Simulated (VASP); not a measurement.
# NaI (R-3m) in VASP: further runs

NaI is run at these levels: PBE; tasks: single point.

All numbers are computed with VASP 6.6.1; they aren't measurements. Logs are shortened: lines on timing, memory, paths and dates and some standing lists are left out, and cuts for length are marked.

**1. The cell of the first run**

Symmetry: R-3m, No. 166, trigonal system. Conventional cell: a = 4.307 Å, b = 4.307 Å, c = 12.660 Å, α = 90.00°, β = 90.00°, γ = 120.00°. Na (site symmetry -3m) has 6 I at 3.26 Å and 6 Na at 4.31 Å within 4.4 Å. Within 4.4 Å of I (site symmetry -3m) lie 6 Na at 3.26 Å and 6 I at 4.31 Å.

**2. Single point, PBE**

File INCAR:

```
SYSTEM = NaI
PREC     = Accurate       ! precision mode
ENCUT    = 520            ! plane-wave cutoff, eV
EDIFF    = 1E-6           ! SCF threshold, eV
ISMEAR   = 0              ! smearing method
SIGMA    = 0.05           ! smearing width, eV
LREAL    = .False.        ! projectors in reciprocal space
LASPH    = .True.         ! aspherical terms in the spheres
NELM     = 100            ! most SCF steps
ALGO     = Normal         ! electronic algorithm
ISIF     = 2              ! what is computed and relaxed
LWAVE    = .False.        ! write WAVECAR
LCHARG   = .True.         ! write CHGCAR
GGA      = PE             ! functional
LELF     = .True.         ! ELF
LVHAR    = .True.       
NBANDS   = 14             ! bands
```

File KPOINTS:

```
regular mesh
0
Gamma
  8 8 8
  0 0 0
```

File POSCAR:

```
NaI
1.0
    0.4060758672      3.4516448711      3.4516448711
    3.4516448711      0.4060758672      3.4516448711
    3.4516448711      3.4516448711      0.4060758672
Na I
1 1
Direct
    0.0000000000      0.0000000000      0.0000000000
    0.5000000000      0.5000000000      0.5000000000
```

Potentials or basis: VASP PAW PBE potentials, release 64 (Na_pv, I).

Run with:

```console
$ cat potpaw_PBE.64/Na_pv/POTCAR potpaw_PBE.64/I/POTCAR > POTCAR
$ mpirun -np 1 vasp_std > vasp.out
```

OUTCAR:

```text
SYSTEM = NaI
   PREC = Accurate
   ENCUT = 520
   EDIFF = 1E-6
   ISMEAR = 0
   LREAL = .False.
   LASPH = .True.
   NELM = 100
   ISIF = 2
   GGA = PE

 ion  position               nearest neighbor table
   1  0.000  0.000  0.000-
   2  0.500  0.500  0.500-

  LATTYP: Found a trigonal (rhomboedric) cell.
 ALAT       =     4.8982243969
 COS(alpha) =     0.6134020619

  Lattice vectors:

 A1 = (   0.4060758672,   3.4516448711,   3.4516448711)
 A2 = (   3.4516448711,   0.4060758672,   3.4516448711)
 A3 = (   3.4516448711,   3.4516448711,   0.4060758672)

Analysis of symmetry for initial positions (statically):
=====================================================================
 Subroutine PRICEL returns:
 Original cell was already a primitive cell.

 Routine SETGRP: Setting up the symmetry group for a
 trigonal (rhombohedral) supercell.

 Subroutine GETGRP returns: Found 12 space group operations
 (whereof 12 operations were pure point group operations)
 out of a pool of 12 trial point group operations.

The static configuration has the point symmetry D_3d.

Analysis of symmetry for dynamics (positions and initial velocities):
=====================================================================
 Subroutine PRICEL returns:
 Original cell was already a primitive cell.

 Routine SETGRP: Setting up the symmetry group for a
 trigonal (rhombohedral) supercell.

 Subroutine GETGRP returns: Found 12 space group operations
 (whereof 12 operations were pure point group operations)
 out of a pool of 12 trial point group operations.

The dynamic configuration has the point symmetry D_3d.

 Subroutine INISYM returns: Found 12 space group operations
 (whereof 12 operations are pure point group operations),
 and found     1 'primitive' translations

----------------------------------------------------------------------------------------

                                     Primitive cell

  volume of cell :      67.7980

  direct lattice vectors                    reciprocal lattice vectors
     0.406075867  3.451644871  3.451644871    -0.173293653  0.155052216  0.155052216
     3.451644871  0.406075867  3.451644871     0.155052216 -0.173293653  0.155052216
     3.451644871  3.451644871  0.406075867     0.155052216  0.155052216 -0.173293653

  length of vectors
     4.898224397  4.898224397  4.898224397     0.279487154  0.279487154  0.279487154

  position of ions in fractional coordinates (direct lattice)
     0.000000000  0.000000000  0.000000000
     0.500000000  0.500000000  0.500000000

  ion indices of the primitive-cell ions
   primitive index   ion index
                 1           1
                 2           2

----------------------------------------------------------------------------------------

 KPOINTS: regular mesh

Automatic generation of k-mesh.
 Grid dimensions read from file:
 generate k-points for:    8    8    8

 Generating k-lattice:

  Cartesian coordinates                     Fractional coordinates (reciprocal lattice)
    -0.021661707  0.019381527  0.019381527     0.125000000  0.000000000  0.000000000
     0.019381527 -0.021661707  0.019381527     0.000000000  0.125000000  0.000000000
     0.019381527  0.019381527 -0.021661707     0.000000000  0.000000000  0.125000000

  Length of vectors
     0.034935894  0.034935894  0.034935894

  Shift w.r.t. Gamma in fractional coordinates (k-lattice)
     0.000000000  0.000000000  0.000000000

 Subroutine IBZKPT returns following result:
 ===========================================

 Found     65 irreducible k-points:

 Following reciprocal coordinates:
            Coordinates               Weight
  0.000000  0.000000  0.000000      1.000000
  0.125000  0.000000  0.000000      6.000000
  0.250000  0.000000  0.000000      6.000000
  0.375000  0.000000  0.000000      6.000000
  0.500000  0.000000  0.000000      3.000000
  0.125000  0.125000  0.000000      6.000000
[... 16 lines left out ...]
  0.250000  0.125000  0.125000      6.000000
  0.375000  0.125000  0.125000      6.000000
 [... further k-points ...]
   k-points           NKPTS =     65   k-points in BZ     NKDIM =     65   number of bands    NBANDS=     14
   number of dos      NEDOS =    301   number of ions     NIONS =      2
   total plane-waves  NPLWV =  46656
   dimension x,y,z NGX =    36 NGY =   36 NGZ =   36
   dimension x,y,z NGXF=    72 NGYF=   72 NGZF=   72
   ions per type =               1   1
   NGX,Y,Z   is equivalent  to a cutoff of  12.22, 12.22, 12.22 a.u.
   NGXF,Y,Z  is equivalent  to a cutoff of  24.44, 24.44, 24.44 a.u.
 SYSTEM =  NaI
   PREC   = accura    normal or accurate (medium, high low for compatibility)
   ISTART =      0    job   : 0-new  1-cont  2-samecut
   ICHARG =      2    charge: 1-file 2-atom 10-const
   ISPIN  =      1    spin polarized calculation?
   LNONCOLLINEAR =      F non collinear calculations
   LSORBIT =      F    spin-orbit coupling
   LASPH  =      T    aspherical Exc in radial PAW
   ENCUT  =  520.0 eV  38.22 Ry    6.18 a.u.   9.11  9.11  9.11*2*pi/ulx,y,z
   NELM   =    100;   NELMIN=  2; NELMDL= -5     # of ELM steps
   EDIFF  = 0.1E-05   stopping-criterion for ELM
   LREAL  =      F    real-space projection
   EDIFFG = 0.1E-04   stopping-criterion for IOM
   NSW    =      0    number of steps for IOM
   IBRION =     -1    ionic relax: 0-MD 1-quasi-New 2-CG
   NFREE  =      0    steps in history (QN), initial steepest desc. (CG)
   ISIF   =      2    stress and relaxation
   ISYM   =      2    0-nonsym 1-usesym 2-fastsym
   POTIM  = 0.5000    time-step for ionic-motion
   TEBEG  =    0.0;   TEEND  =   0.0 temperature during run
   PSTRESS=    0.0 pullay stress
   NELECT =      14.0000    total number of electrons
   NUPDOWN=      -1.0000    fix difference up-down
   EMIN   =  10.00;   EMAX   =-10.00  energy-range for DOS
   EFERMI =   0.00;   METHOD = LEGACY
   ISMEAR =     0;   SIGMA  =   0.05  broadening in eV -4-tet -1-fermi 0-gaus
   EFERMI_NEDOS =   21; number of points for ismear=-14 and -15
   IALGO  =     38    algorithm
   IMIX   =      4    mixing-type and parameters
     AMIX     =   0.40;   BMIX     =  1.00
     AMIX_MAG =   1.60;   BMIX_MAG =  1.00
  volume/ion in A,a.u.               =      33.90       228.76
  Fermi-wavevector in a.u.,A,eV,Ry     =   0.967636  1.828567 12.739397  0.936319
  Thomas-Fermi vector in A             =   2.097538
   LORBIT       =      0    0 simple, 1 ext, 2 COOP (PROOUT), +10 PAW based schemes
   GGA     = PE    functional components
   LHFCALC =     F    Hartree Fock is set to
   AEXX    =    0.0000 exact exchange contribution
   IVDW    =     0    specifies the selected vdW correction
   LEPSILON=     F    determine dielectric tensor
   LRPA    =     F    only Hartree local field effects (RPA)
 non-spin polarized calculation
 Gauss-broadening in eV      SIGMA  =   0.05
  energy-cutoff  :      520.00
  volume of cell :       67.80
 maximum number of plane-waves:      1840
   NGX = 19   NGY = 19   NGZ = 19

 number of electron      13.9999990 magnetization

 Free energy of the ion-electron system (eV)
  ---------------------------------------------------
  ext. energy  EPLUGINS =         0.00000000
  ---------------------------------------------------
  free energy    TOTEN  =        -5.30485117 eV

  energy without entropy =       -5.30485117  energy(sigma->0) =       -5.30485117

 E-fermi :   1.5036     XC(G=0):  -7.7074

 val. band max:        1.2184072270   @ k =   0.0000   0.0000   0.0000
 cond. band min:       4.2348599432   @ k =   0.0000   0.0000   0.0000
 fundamental gap:      3.0164527162
 Fermi energy:         1.5036454447

 k-point     1 :       0.0000    0.0000    0.0000
  band No.  band energies     occupation
      1     -21.7071      2.00000
      2     -21.7071      2.00000
      3     -21.6859      2.00000
      4     -10.1640      2.00000
      5       0.2736      2.00000
      6       1.2184      2.00000
      7       1.2184      2.00000
      8       4.2349      0.00000
      9       7.8775      0.00000
     10       9.5056      0.00000
     11       9.5056      0.00000
     12      10.7946      0.00000
     13      10.7946      0.00000
     14      11.1637      0.00000

 k-point     2 :       0.1250    0.0000    0.0000
  band No.  band energies     occupation
      1     -21.7081      2.00000
      2     -21.7073      2.00000
      3     -21.6859      2.00000
      4     -10.1103      2.00000
      5       0.2304      2.00000
      6       0.7151      2.00000
      7       1.1407      2.00000
      8       4.7170      0.00000
      9       8.2044      0.00000
     10       8.8533      0.00000
     11       9.6692      0.00000
     12       9.8824      0.00000
     13      10.4661      0.00000
     14      11.8563      0.00000

 k-point     3 :       0.2500    0.0000    0.0000
  band No.  band energies     occupation
      1     -21.7105      2.00000
      2     -21.7077      2.00000
      3     -21.6858      2.00000
      4      -9.9749      2.00000
      5      -0.3216      2.00000
      6       0.3015      2.00000
      7       0.9653      2.00000
      8       5.4385      0.00000
      9       8.3069      0.00000
     10       8.3786      0.00000
     11       9.2929      0.00000
     12       9.9177      0.00000
     13      11.1623      0.00000
     14      11.2598      0.00000
[... 324 lines left out ...]
 k-point    23 :       0.2500    0.1250    0.1250
  band No.  band energies     occupation
      1     -21.7082      2.00000
      2     -21.7072      2.00000
      3     -21.6866      2.00000
      4     -10.0721      2.00000
      5      -0.2877      2.00000
      6       0.7235      2.00000
      7       1.1330      2.00000
      8       5.4204      0.00000
      9       7.9631      0.00000
     10       9.0574      0.00000
     11       9.8367      0.00000
     12       9.9798      0.00000
     13      10.3162      0.00000
     14      12.4301      0.00000

 k-point    24 :       0.3750    0.1250    0.1250
  band No.  band energies     occupation
      1     -21.7106      2.00000
      2     -21.7077      2.00000
      3     -21.6865      2.00000
      4      -9.9359      2.00000
      5      -0.5710      2.00000
      6       0.0906      2.00000
      7       0.9574      2.00000
      8       6.0019      0.00000
      9       8.0683      0.00000
     10       8.8676      0.00000
     11       9.2576      0.00000
     12      10.6175      0.00000
     13      10.9948      0.00000
     14      11.7438      0.00000

 [... further k-points ...]

------------------------ aborting loop because EDIFF is reached ----------------------------------------

  FORCE on cell =-STRESS in cart. coord.  units (eV):
  Direction    XX          YY          ZZ          XY          YZ          ZX
  --------------------------------------------------------------------------------------
  -------------------------------------------------------------------------------------
  Total        0.1726979      0.1726979      0.1726979     -0.4796193     -0.4796193     -0.4796193
  in kB        4.0811354      4.0811354      4.0811354    -11.3341948    -11.3341948    -11.3341948
  external PRESSURE =       4.0811354 kB  Pullay stress =       0.0000000 kB

 VOLUME and BASIS-vectors are now :
 -----------------------------------------------------------------------------
  energy-cutoff  :      520.00
  volume of cell :       67.80
      direct lattice vectors                 reciprocal lattice vectors
     0.406075867  3.451644871  3.451644871    -0.173293653  0.155052216  0.155052216
     3.451644871  0.406075867  3.451644871     0.155052216 -0.173293653  0.155052216
     3.451644871  3.451644871  0.406075867     0.155052216  0.155052216 -0.173293653

 POSITION                                       TOTAL-FORCE (eV/Angst)
 -----------------------------------------------------------------------------------
      0.00000      0.00000      0.00000        -0.000000     -0.000000      0.000000
      3.65468      3.65468      3.65468         0.000000      0.000000     -0.000000
 -----------------------------------------------------------------------------------
    total drift:                                0.000000      0.000000      0.000000

  FREE ENERGIE OF THE ION-ELECTRON SYSTEM (eV)
  ---------------------------------------------------
  free  energy   TOTEN  =        -5.3048511737 eV

  energy  without entropy=       -5.3048511737  energy(sigma->0) =       -5.30485117
```

Wall time 72 s (1 thread of Intel Xeon 8259CL, shared host); peak memory 0.24 GiB.

What came out:

| Property | Result |
| --- | --- |
| Free energy | -5.3049 eV |
| Pressure | 0.4 GPa |
| Band gap on the k mesh | 3.02 eV |

Levels at points of the mesh, in eV from the valence-band top:
```csv
k point,band 3,band 4,band 5,band 6,band 7,band 8,band 9,band 10,band 11,band 12
"(0.00, 0.00, 0.00)",-22.90,-11.38,-0.94,0.00,0.00,3.02,6.66,8.29,8.29,9.58
"(0.50, 0.00, 0.00)",-22.90,-10.98,-2.52,-0.97,-0.48,4.47,6.44,7.48,8.10,9.64
"(0.50, 0.50, 0.00)",-22.90,-10.95,-2.29,-1.39,-0.70,3.96,5.40,8.70,10.78,11.01
"(0.50, 0.50, 0.50)",-22.91,-11.20,-2.69,-0.14,-0.14,5.26,7.54,7.96,7.96,10.29
```

Caveat: spin-orbit coupling is left out, which moves the levels of the heavy elements. A k mesh can miss the band edges.

(Continued in part 2 of 2.)

The gap in the log of VASP goes by the Fermi energy; the results here count the filled bands.